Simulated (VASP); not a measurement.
# CoSn (P6/mmm) in VASP: single point with PBEsol

Aim: the single point of CoSn with PBEsol.

Program: VASP 6.6.1. These are calculated values, not measurements. Logs are shortened: lines on timing, memory, paths and dates and some standing lists are left out, and cuts for length are marked.

## (1) The cell of the first run

Symmetry: P6/mmm, No. 191, hexagonal system. The conventional cell has a = 5.246 Å, b = 5.246 Å, c = 4.188 Å, α = 90.00°, β = 90.00°, γ = 120.00°. Co (site symmetry mmm) has 6 Sn at 2.58 to 2.62 Å and 4 Co at 2.62 Å within 3.4 Å. Within 3.4 Å of Sn (site symmetry -6m2) lie 6 Co at 2.58 Å and 3 Sn at 3.03 Å. Sn (site symmetry 6/mmm) has 6 Co at 2.62 Å within 3.5 Å.

## (2) Single point, PBEsol, collinear spin, ferromagnetic start

INCAR reads:

```
SYSTEM = CoSn
ALGO = Normal
EDIFF = 1E-6
ENCUT = 600
GGA = PS
GGA_COMPAT = .FALSE.
ISIF = 2
ISMEAR = -1
ISPIN = 2
LASPH = .TRUE.
LCHARG = .FALSE.
LMAXMIX = 4
LORBIT = 11
LREAL = .FALSE.
LWAVE = .FALSE.
MAGMOM = 3.2 3.2 3.2 0 0 0
NBANDS = 48
NELM = 200
PREC = Accurate
SIGMA = 0.1
```

KPOINTS reads:

```
k-points
0
G
  5 5 5
  0 0 0
```

POSCAR reads:

```
CoSn
1.0
    5.2460400000      0.0000000000      0.0000000000
   -2.6230200000      4.5432039093      0.0000000000
    0.0000000000      0.0000000000      4.1875900000
Co Sn
3 3
Direct
    0.0000000000      0.5000000000      0.0000000000
    0.5000000000      0.5000000000      0.0000000000
    0.5000000000      0.0000000000      0.0000000000
    0.6666666667      0.3333333333      0.5000000000
    0.3333333333      0.6666666667      0.5000000000
    0.0000000000      0.0000000000      0.0000000000
```

Potentials or basis: VASP PAW PBE potentials, release 64 (Co, Sn_d).

Command:

```sh
$ cat potpaw_PBE.64/Co/POTCAR potpaw_PBE.64/Sn_d/POTCAR > POTCAR
$ mpirun -np 1 vasp_std > vasp.out
```

OUTCAR:

```text
SYSTEM = CoSn
   EDIFF = 1E-6
   ENCUT = 600
   GGA = PS
   ISIF = 2
   ISMEAR = -1
   ISPIN = 2
   LASPH = .TRUE.
   LORBIT = 11
   LREAL = .FALSE.
   NELM = 200
   PREC = Accurate

 ion  position               nearest neighbor table
   1  0.000  0.500  0.000-   4 2.58   5 2.58   4 2.58   5 2.58   2 2.62   2 2.62   6 2.62   6 2.62
                             3 2.62   3 2.62
   2  0.500  0.500  0.000-   4 2.58   5 2.58   4 2.58   5 2.58   1 2.62   1 2.62   6 2.62   3 2.62
                             3 2.62   6 2.62
   3  0.500  0.000  0.000-   4 2.58   5 2.58   4 2.58   5 2.58   6 2.62   6 2.62   1 2.62   2 2.62
                             2 2.62   1 2.62
   4  0.667  0.333  0.500-   1 2.58   1 2.58   3 2.58   3 2.58   2 2.58   2 2.58   5 3.03   5 3.03
                             5 3.03   6 3.68   6 3.68   6 3.68   6 3.68   6 3.68   6 3.68
   5  0.333  0.667  0.500-   1 2.58   1 2.58   3 2.58   3 2.58   2 2.58   2 2.58   4 3.03   4 3.03
                             4 3.03   6 3.68   6 3.68   6 3.68   6 3.68   6 3.68   6 3.68
   6  0.000  0.000  0.000-   3 2.62   3 2.62   1 2.62   1 2.62   2 2.62   2 2.62   5 3.68   4 3.68
                             5 3.68   4 3.68   4 3.68   5 3.68   5 3.68   4 3.68   5 3.68   5 3.68

  LATTYP: Found a hexagonal cell.
 ALAT       =     5.2460400000
 C/A-ratio  =     0.7982382902

  Lattice vectors:

 A1 = (   5.2460400000,   0.0000000000,   0.0000000000)
 A2 = (  -2.6230200000,   4.5432039093,   0.0000000000)
 A3 = (   0.0000000000,   0.0000000000,   4.1875900000)

Analysis of symmetry for initial positions (statically):
=====================================================================
 Subroutine PRICEL returns:
 Original cell was already a primitive cell.

 Routine SETGRP: Setting up the symmetry group for a
 hexagonal supercell.

 Subroutine GETGRP returns: Found 24 space group operations
 (whereof 24 operations were pure point group operations)
 out of a pool of 24 trial point group operations.

The static configuration has the point symmetry D_6h.

Analysis of symmetry for dynamics (positions and initial velocities):
=====================================================================
 Subroutine PRICEL returns:
 Original cell was already a primitive cell.

 Routine SETGRP: Setting up the symmetry group for a
 hexagonal supercell.

 Subroutine GETGRP returns: Found 24 space group operations
 (whereof 24 operations were pure point group operations)
 out of a pool of 24 trial point group operations.

The dynamic configuration has the point symmetry D_6h.

Analysis of structural, dynamic, and magnetic symmetry:
=====================================================================
 Subroutine PRICEL returns:
 Original cell was already a primitive cell.

 Routine SETGRP: Setting up the symmetry group for a
 hexagonal supercell.

 Subroutine GETGRP returns: Found 24 space group operations
 (whereof 24 operations were pure point group operations)
 out of a pool of 24 trial point group operations.

The overall configuration has the point symmetry D_6h.

 Subroutine INISYM returns: Found 24 space group operations
 (whereof 24 operations are pure point group operations),
 and found     1 'primitive' translations

----------------------------------------------------------------------------------------

                                     Primitive cell

  volume of cell :      99.8063

  direct lattice vectors                    reciprocal lattice vectors
     5.246040000  0.000000000  0.000000000     0.190619972  0.110054492  0.000000000
    -2.623020000  4.543203909  0.000000000     0.000000000  0.220108985  0.000000000
     0.000000000  0.000000000  4.187590000     0.000000000  0.000000000  0.238800838

  length of vectors
     5.246040000  5.246040000  4.187590000     0.220108985  0.220108985  0.238800838

  position of ions in fractional coordinates (direct lattice)
     0.000000000  0.500000000  0.000000000
     0.500000000  0.500000000  0.000000000
     0.500000000  0.000000000  0.000000000
     0.666666667  0.333333333  0.500000000
     0.333333333  0.666666667  0.500000000
     0.000000000  0.000000000  0.000000000

  ion indices of the primitive-cell ions
   primitive index   ion index
                 1           1
                 2           2
[... 48 lines left out ...]
   k-points           NKPTS =     15   k-points in BZ     NKDIM =     15   number of bands    NBANDS=     48
   number of dos      NEDOS =    301   number of ions     NIONS =      6
   total plane-waves  NPLWV =  63504
   dimension x,y,z NGX =    42 NGY =   42 NGZ =   36
   dimension x,y,z NGXF=    84 NGYF=   84 NGZF=   72
   ions per type =               3   3
   NGX,Y,Z   is equivalent  to a cutoff of  13.31, 13.31, 14.29 a.u.
   NGXF,Y,Z  is equivalent  to a cutoff of  26.62, 26.62, 28.58 a.u.
 SYSTEM =  CoSn
   PREC   = accura    normal or accurate (medium, high low for compatibility)
   ISTART =      0    job   : 0-new  1-cont  2-samecut
   ICHARG =      2    charge: 1-file 2-atom 10-const
   ISPIN  =      2    spin polarized calculation?
   LNONCOLLINEAR =      F non collinear calculations
   LSORBIT =      F    spin-orbit coupling
   LASPH  =      T    aspherical Exc in radial PAW
   ENCUT  =  600.0 eV  44.10 Ry    6.64 a.u.  10.48 10.48  8.36*2*pi/ulx,y,z
   NELM   =    200;   NELMIN=  2; NELMDL= -5     # of ELM steps
   EDIFF  = 0.1E-05   stopping-criterion for ELM
   LREAL  =      F    real-space projection
   EDIFFG = 0.1E-04   stopping-criterion for IOM
   NSW    =      0    number of steps for IOM
   IBRION =     -1    ionic relax: 0-MD 1-quasi-New 2-CG
   NFREE  =      0    steps in history (QN), initial steepest desc. (CG)
   ISIF   =      2    stress and relaxation
   ISYM   =      2    0-nonsym 1-usesym 2-fastsym
   POTIM  = 0.5000    time-step for ionic-motion
   TEBEG  =    0.0;   TEEND  =   0.0 temperature during run
   PSTRESS=    0.0 pullay stress
   NELECT =      69.0000    total number of electrons
   NUPDOWN=      -1.0000    fix difference up-down
   EMIN   =  10.00;   EMAX   =-10.00  energy-range for DOS
   EFERMI =   0.00;   METHOD = LEGACY
   ISMEAR =    -1;   SIGMA  =   0.10  broadening in eV -4-tet -1-fermi 0-gaus
   EFERMI_NEDOS =   21; number of points for ismear=-14 and -15
   IALGO  =     38    algorithm
   IMIX   =      4    mixing-type and parameters
     AMIX     =   0.40;   BMIX     =  1.00
     AMIX_MAG =   1.60;   BMIX_MAG =  1.00
  volume/ion in A,a.u.               =      16.63       112.25
  Fermi-wavevector in a.u.,A,eV,Ry     =   1.447567  2.735504 28.510313  2.095449
  Thomas-Fermi vector in A             =   2.565507
   LORBIT       =     11    0 simple, 1 ext, 2 COOP (PROOUT), +10 PAW based schemes
   GGA     = PS    functional components
   LHFCALC =     F    Hartree Fock is set to
   AEXX    =    0.0000 exact exchange contribution
   IVDW    =     0    specifies the selected vdW correction
   LEPSILON=     F    determine dielectric tensor
   LRPA    =     F    only Hartree local field effects (RPA)
 spin polarized calculation
  energy-cutoff  :      600.00
  volume of cell :       99.81
 maximum number of plane-waves:      3377
 NGX is ok and might be reduce to    42
   NGX = 21   NGY = 21   NGZ = 17

 number of electron      69.0000021 magnetization       0.0297981

 number of electron      69.0000021 magnetization      -0.0013513

 Free energy of the ion-electron system (eV)
  ---------------------------------------------------
  ext. energy  EPLUGINS =         0.00000000
  ---------------------------------------------------
  free energy    TOTEN  =       -37.04908212 eV

  energy without entropy =      -36.92414713  energy(sigma->0) =      -36.98661462

 E-fermi :  10.0025     XC(G=0): -12.0182

 val. band max:        9.9595150659   @ k =   0.0000   0.0000   0.4000
 cond. band min:      10.0281498113   @ k =   0.4000   0.2000   0.2000
 fundamental gap:      0.0686347454
 Fermi energy:        10.0025453229

 spin component 1

 k-point     1 :       0.0000    0.0000    0.0000
  band No.  band energies     occupation
      1     -11.4176      1.00000
      2     -11.3042      1.00000
      3     -11.3042      1.00000
      4     -11.2640      1.00000
      5     -11.2640      1.00000
      6     -11.1773      1.00000
[... 724 lines left out ...]
     45      18.5797      0.00000
     46      19.4308      0.00000
 Fermi energy:        10.0025453229

 spin component 2

 k-point     1 :       0.0000    0.0000    0.0000
  band No.  band energies     occupation
      1     -11.4176      1.00000
      2     -11.3042      1.00000
      3     -11.3042      1.00000
      4     -11.2640      1.00000
      5     -11.2640      1.00000
      6     -11.1773      1.00000
[... 724 lines left out ...]
     45      18.5796      0.00000
     46      19.4307      0.00000
 [bands above 46 left out]

------------------------ aborting loop because EDIFF is reached ----------------------------------------

  FORCE on cell =-STRESS in cart. coord.  units (eV):
  Direction    XX          YY          ZZ          XY          YZ          ZX
  --------------------------------------------------------------------------------------
  -------------------------------------------------------------------------------------
  Total       -1.4831347     -1.4831347     -0.8426693      0.0000000      0.0000000     -0.0000000
  in kB      -23.8085636    -23.8085636    -13.5272587      0.0000000      0.0000000     -0.0000000
  external PRESSURE =     -20.3814620 kB  Pullay stress =       0.0000000 kB

 VOLUME and BASIS-vectors are now :
 -----------------------------------------------------------------------------
  energy-cutoff  :      600.00
  volume of cell :       99.81
      direct lattice vectors                 reciprocal lattice vectors
     5.246040000  0.000000000  0.000000000     0.190619972  0.110054492  0.000000000
    -2.623020000  4.543203909  0.000000000     0.000000000  0.220108985  0.000000000
     0.000000000  0.000000000  4.187590000     0.000000000  0.000000000  0.238800838

 POSITION                                       TOTAL-FORCE (eV/Angst)
 -----------------------------------------------------------------------------------
     -1.31151      2.27160      0.00000        -0.000000      0.000000      0.000000
      1.31151      2.27160      0.00000        -0.000000      0.000000      0.000000
      2.62302      0.00000      0.00000        -0.000000      0.000000      0.000000
      2.62302      1.51440      2.09380         0.000000     -0.000000      0.000000
     -0.00000      3.02880      2.09380        -0.000000      0.000000      0.000000
      0.00000      0.00000      0.00000        -0.000000      0.000000      0.000000
 -----------------------------------------------------------------------------------
    total drift:                                0.000000      0.000000     -0.000000

  FREE ENERGIE OF THE ION-ELECTRON SYSTEM (eV)
  ---------------------------------------------------
  free  energy   TOTEN  =       -37.0490821172 eV

  energy  without entropy=      -36.9241471277  energy(sigma->0) =      -36.98661462

 total charge

# of ion       s       p       d       tot
------------------------------------------
    1        0.405   0.475   7.480   8.360
    2        0.405   0.475   7.480   8.360
    3        0.405   0.475   7.480   8.360
    4        1.126   1.274  10.078  12.478
    5        1.126   1.274  10.078  12.478
    6        1.155   1.124  10.044  12.323
--------------------------------------------------
tot          4.622   5.098  52.638  62.359

 magnetization (x)

# of ion       s       p       d       tot
------------------------------------------
    1       -0.000   0.000  -0.000  -0.000
    2       -0.000   0.000  -0.000  -0.000
    3       -0.000   0.000  -0.000  -0.000
    4        0.000   0.000   0.000   0.000
    5        0.000   0.000   0.000   0.000
    6        0.000   0.000   0.000   0.000
--------------------------------------------------
tot          0.000   0.000  -0.001  -0.001
```

It took 5.7 min on 1 thread of Oxide Virtual Turin-like, shared host; peak memory 0.32 GiB.

Results:

```yaml
Free_energy: -37.0491 eV
Pressure: -2.0 GPa
Net_moment: 0.00 μB per cell
Valence_electrons_inside_the_program's_atomic_spheres: Co 8.36; Sn 12.48, 12.32 (each value once)
```

Levels at points of the mesh, in eV from the Fermi level:
Spin up:
```
           k point  band 30  band 31  band 32  band 33  band 34  band 35  band 36  band 37  band 38  band 39
(0.00, 0.00, 0.00)    -0.50    -0.50    -0.47    -0.43    -0.43     0.45     0.61     1.37     1.37     2.94
```
Spin down:
| k point | band 32 | band 33 | band 34 | band 35 | band 36 | band 37 |
| --- | --- | --- | --- | --- | --- | --- |
| (0.00, 0.00, 0.00) | -0.47 | -0.43 | -0.43 | 0.45 | 0.61 | 1.37 |

Caveat: the moments typed at the start vanished in this run; the PAW data sets were made with another functional, which shifts forces and pressure a little; spin-orbit coupling is left out, which moves the levels of the heavy elements.
